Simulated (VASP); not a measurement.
# PbS (kl) (Fm-3m) in VASP: a series of runs, part 2 of 2

VASP 6.6.1.

## (3) Single point, LDA

This run uses another cell than the first one, of 24.98 Å³/atom, 0.936 times its volume.

Input file INCAR:

```
ALGO     = Normal         # electronic algorithm
EDIFF    = 1E-6           # SCF threshold, eV
ENCUT    = 500            # plane-wave cutoff, eV
GGA      = CA             # functional
GGA_COMPAT= False        
ISIF     = 2              # what is computed and relaxed
ISMEAR   = 0              # smearing method
LASPH    = True           # aspherical terms in the spheres
LCHARG   = False          # write CHGCAR
LREAL    = False          # projectors in reciprocal space
LWAVE    = False          # write WAVECAR
NBANDS   = 17             # bands
NELM     = 120            # most SCF steps
PREC     = Accurate       # precision mode
SIGMA    = 0.02           # smearing width, eV
```

Input file KPOINTS:

```
k-points
0
Gamma
  10 10 10
```

Input file POSCAR:

```
PbS
1.0
    0.0000000000      2.9232642313      2.9232642313
    2.9232642313      0.0000000000      2.9232642313
    2.9232642313      2.9232642313      0.0000000000
Pb S
1 1
Direct
    0.5000000000      0.5000000000      0.5000000000
    0.0000000000      0.0000000000      0.0000000000
```

Potentials or basis: VASP PAW LDA potentials, release 64 (Pb_d, S).

Command:

```bash
$ cat potpaw_LDA.64/Pb_d/POTCAR potpaw_LDA.64/S/POTCAR > POTCAR
$ mpirun -np 1 vasp_std > vasp.out
```

Wall time 17 s (1 thread of Intel Xeon Platinum 8559C (Emerald Rapids), shared host); peak memory 0.16 GiB.

It converged, with:

| Item | Value |
| --- | --- |
| Free energy | -9.9983 eV |
| Pressure | 0.0 GPa |
| Band gap on the k mesh | 0.04 eV, direct |

Levels at points of the mesh, in eV from the valence-band top:
```csv
k point,band 8,band 9,band 10,band 11,band 12,band 13
"(0.00, 0.00, 0.00)",-2.44,-2.44,-2.44,5.14,5.14,5.14
"(0.50, 0.00, 0.00)",-1.99,-1.99,0.00,0.04,1.68,1.68
"(0.50, 0.50, 0.00)",-5.69,-3.81,-3.81,3.48,5.55,5.67
```

Caveat: spin-orbit coupling is left out, which moves the levels of the heavy elements. A k mesh can miss the band edges.

## (4) Single point, LDA

This run uses another cell than the first one, of 24.98 Å³/atom, 0.936 times its volume.

Input file INCAR:

```
SYSTEM = PbS
PREC = Accurate ; ENCUT = 500
EDIFF = 1E-6 ; ISMEAR = 0
SIGMA = 0.01 ; LREAL = .FALSE.
LASPH = .TRUE. ; NELM = 120
ALGO = Normal ; ISIF = 2
LWAVE = .FALSE. ; LCHARG = .FALSE.
GGA = CA ; NBANDS = 17
GGA_COMPAT = .FALSE.
```

Input file KPOINTS:

```
Automatic mesh
0
G
  10 10 10
  0 0 0
```

POSCAR is that of step 3.

Command:

```bash
$ cat potpaw_LDA.64/Pb_d/POTCAR potpaw_LDA.64/S/POTCAR > POTCAR
$ mpirun -np 1 vasp_std > vasp.out
```

Wall time 17 s (1 thread of Intel Xeon Platinum 8559C (Emerald Rapids), shared host); peak memory 0.17 GiB.

The run converged. Its results:

- Free energy: -9.9983 eV
- Pressure: 0.0 GPa
- Band gap on the k mesh: 0.04 eV, direct

Levels at points of the mesh, in eV from the valence-band top:
```csv
k point,band 6,band 7,band 8,band 9,band 10,band 11,band 12,band 13,band 14,band 15
"(0.00, 0.00, 0.00)",-14.03,-6.06,-2.44,-2.44,-2.44,5.14,5.14,5.14,6.48,6.48
"(0.50, 0.00, 0.00)",-12.63,-9.25,-1.99,-1.99,0.00,0.04,1.68,1.68,8.47,9.96
"(0.50, 0.50, 0.00)",-12.11,-7.41,-5.69,-3.81,-3.81,3.48,5.55,5.67,5.67,11.17
```

Caveat: spin-orbit coupling is left out, which moves the levels of the heavy elements. A k mesh can miss the band edges.

## (5) Relaxation of cell and atoms, LDA

Input file INCAR:

```
SYSTEM = PbS
  PREC = Accurate
  ENCUT = 500
  EDIFF = 1E-7
  ISMEAR = 0
  SIGMA = 0.02
  LREAL = .FALSE.
  LASPH = .TRUE.
  NELM = 120
  ALGO = Normal
  ISIF = 3
  LWAVE = .FALSE.
  LCHARG = .FALSE.
  GGA = CA
  IBRION = 2
  NSW = 100
  EDIFFG = -0.002
  GGA_COMPAT = .FALSE.
  NELMIN = 4
```

Input file KPOINTS:

```
regular mesh
0
G
  10 10 10
  0 0 0
```

Input file POSCAR:

```
PbS
1.0
    0.0000000000      2.9880867000      2.9880867000
    2.9880867000      0.0000000000      2.9880867000
    2.9880867000      2.9880867000      0.0000000000
Pb S
1 1
Direct
    0.5000000000      0.5000000000      0.5000000000
    0.0000000000      0.0000000000      0.0000000000
```

Potentials or basis: VASP PAW LDA potentials, release 64 (Pb_d, S).

Command:

```bash
$ cat potpaw_LDA.64/Pb_d/POTCAR potpaw_LDA.64/S/POTCAR > POTCAR
$ mpirun -np 1 vasp_std > vasp.out
```

OUTCAR:

```text
SYSTEM = PbS
   PREC = Accurate
   ENCUT = 500
   EDIFF = 1E-7
   ISMEAR = 0
   LREAL = .FALSE.
   LASPH = .TRUE.
   NELM = 120
   ISIF = 3
   GGA = CA
   IBRION = 2
   NSW = 100
   EDIFFG = -0.002
   NELMIN = 4

 ion  position               nearest neighbor table
   1  0.500  0.500  0.500-   2 2.99   2 2.99   2 2.99   2 2.99   2 2.99   2 2.99
   2  0.000  0.000  0.000-   1 2.99   1 2.99   1 2.99   1 2.99   1 2.99   1 2.99

  LATTYP: Found a face centered cubic cell.
 ALAT       =     5.9761734000

  Lattice vectors:

 A1 = (   0.0000000000,   2.9880867000,   2.9880867000)
 A2 = (   2.9880867000,   0.0000000000,   2.9880867000)
 A3 = (   2.9880867000,   2.9880867000,   0.0000000000)

Analysis of symmetry for initial positions (statically):
=====================================================================
 Subroutine PRICEL returns:
 Original cell was already a primitive cell.

 Routine SETGRP: Setting up the symmetry group for a
 face centered cubic supercell.

 Subroutine GETGRP returns: Found 48 space group operations
 (whereof 48 operations were pure point group operations)
 out of a pool of 48 trial point group operations.

The static configuration has the point symmetry O_h .

Analysis of symmetry for dynamics (positions and initial velocities):
[... 166 lines left out ...]
 fundamental gap:      0.2841762375
 Fermi energy:         5.3599403906

 k-point     1 :       0.0000    0.0000    0.0000
  band No.  band energies     occupation
      1     -11.4373      2.00000
      2     -11.4373      2.00000
      3     -11.4373      2.00000
      4     -11.4276      2.00000
      5     -11.4276      2.00000
      6      -8.0681      2.00000
      7      -0.8213      2.00000
      8       3.2499      2.00000
      9       3.2499      2.00000
     10       3.2499      2.00000
     11      10.3048      0.00000
     12      10.3048      0.00000
     13      10.3048      0.00000
     14      11.9992      0.00000
[... 492 lines left out ...]
  FREE ENERGIE OF THE ION-ELECTRON SYSTEM (eV)
  ---------------------------------------------------
  free  energy   TOTEN  =        -9.9997522342 eV

  energy  without entropy=       -9.9997209448  energy(sigma->0) =       -9.99973659

[... ionic steps 4 to 17 ...]

--------------------------------------- Ionic step       18  -------------------------------------------

 number of electron      19.9999997 magnetization

------------------------ aborting loop because EDIFF is reached ----------------------------------------
[... 67 lines left out ...]
--------------------------------------- Ionic step       20  -------------------------------------------

 number of electron      19.9999997 magnetization

 Free energy of the ion-electron system (eV)
  ---------------------------------------------------
  ext. energy  EPLUGINS =         0.00000000
  ---------------------------------------------------
  free energy    TOTEN  =        -9.99975416 eV

  energy without entropy =       -9.99972515  energy(sigma->0) =       -9.99973965

 E-fermi :   6.2512     XC(G=0): -10.2248

 val. band max:        6.2299160718   @ k =   0.5000   0.0000   0.0000
 cond. band min:       6.2725320391   @ k =   0.5000   0.0000   0.0000
 fundamental gap:      0.0426159674
 Fermi energy:         6.2512240549

 k-point     1 :       0.0000    0.0000    0.0000
  band No.  band energies     occupation
      1     -10.6818      2.00000
      2     -10.6818      2.00000
      3     -10.6818      2.00000
      4     -10.6741      2.00000
      5     -10.6741      2.00000
      6      -7.7927      2.00000
      7       0.1740      2.00000
      8       3.7981      2.00000
      9       3.7981      2.00000
     10       3.7981      2.00000
     11      11.3709      0.00000
     12      11.3709      0.00000
     13      11.3709      0.00000
     14      12.7119      0.00000
[... 420 lines left out ...]
  FREE ENERGIE OF THE ION-ELECTRON SYSTEM (eV)
  ---------------------------------------------------
  free  energy   TOTEN  =        -9.9997541587 eV

  energy  without entropy=       -9.9997251460  energy(sigma->0) =       -9.99973965

 reached required accuracy - stopping structural energy minimisation
```

Run time: 91 s. Hardware: 1 thread of Intel Xeon Platinum 8559C (Emerald Rapids), shared host; peak memory 0.18 GiB.

Results:

```
Free energy                            : -9.9998 eV
Relaxed volume                         : 25.00 Å³/atom
Relaxed cell                           : a = 4.135 Å, b = 4.135 Å, c = 4.135 Å, α = 60.00°, β = 60.00°, γ = 60.00°
Space group after relaxing (to 0.05 Å) : Fm-3m (No. 225)
Energy gained by relaxing              : 20.4 meV/atom
Ionic steps                            : 20
Pressure after relaxing                : 0.0 GPa
Band gap on the k mesh                 : 0.04 eV, direct
```

The path:
```tsv
step	energy change (eV)	largest force (eV/Å)	pressure (GPa)	volume (Å³)
1	0.0000	0.0000	-3.69	53.36
2	-0.0347	0.0000	1.63	48.75
3	-0.0409	0.0000	0.02	49.98
4	-0.0409	0.0000	-0.05	50.04
5	-0.0409	0.0000	-0.06	50.04
6	-0.0409	0.0000	-0.05	50.04
7	-0.0409	0.0000	-0.05	50.04
8	-0.0409	0.0000	-0.05	50.04
9	-0.0409	0.0000	-0.05	50.04
10	-0.0409	0.0000	-0.05	50.04
11	-0.0409	0.0000	-0.05	50.04
12	-0.0409	0.0000	-0.05	50.04
13	-0.0409	0.0000	-0.05	50.04
14	-0.0409	0.0000	-0.05	50.03
15	-0.0409	0.0000	-0.04	50.03
16	-0.0409	0.0000	-0.03	50.02
17	-0.0409	0.0000	-0.01	50.00
18	-0.0409	0.0000	0.05	49.96
19	-0.0409	0.0000	0.01	49.99
20	-0.0409	0.0000	0.01	49.99
```

Final structure:
```
Pb S
1.0
     0.00000    2.92389    2.92389
     2.92389    0.00000    2.92389
     2.92389    2.92389    0.00000
Pb S
1 1
Direct
  0.50000 0.50000 0.50000
  0.00000 0.00000 0.00000
```

Caveat: spin-orbit coupling is left out, which moves the levels of the heavy elements.

## (6) Summary

```tsv
task	cell	k mesh	smearing	gap on the mesh (eV)	pressure (GPa)
single point	a = 4.226 Å, angles 60.0°, 2 atoms	6 × 6 × 6	gaussian 0.1 eV	0.29	-3.7
single point	a = 4.134 Å, angles 60.0°, 2 atoms	10 × 10 × 10	gaussian 0.02 eV	0.04	0.0
single point	a = 4.134 Å, angles 60.0°, 2 atoms	10 × 10 × 10	gaussian 0.01 eV	0.04	0.0
relaxation of cell and atoms	relaxed from a = 4.226 Å, angles 60.0°, 2 atoms	10 × 10 × 10	gaussian 0.02 eV	0.04	0.0
```

Alike in all rows: level LDA; potentials or basis VASP PAW LDA potentials, release 64 (Pb_d, S); no spin polarisation; cutoff (eV) 500.

Caveats: spin-orbit coupling is left out, which moves the levels of the heavy elements.

Total energies depend on the potentials used, so only differences within one code and one set of settings carry meaning.
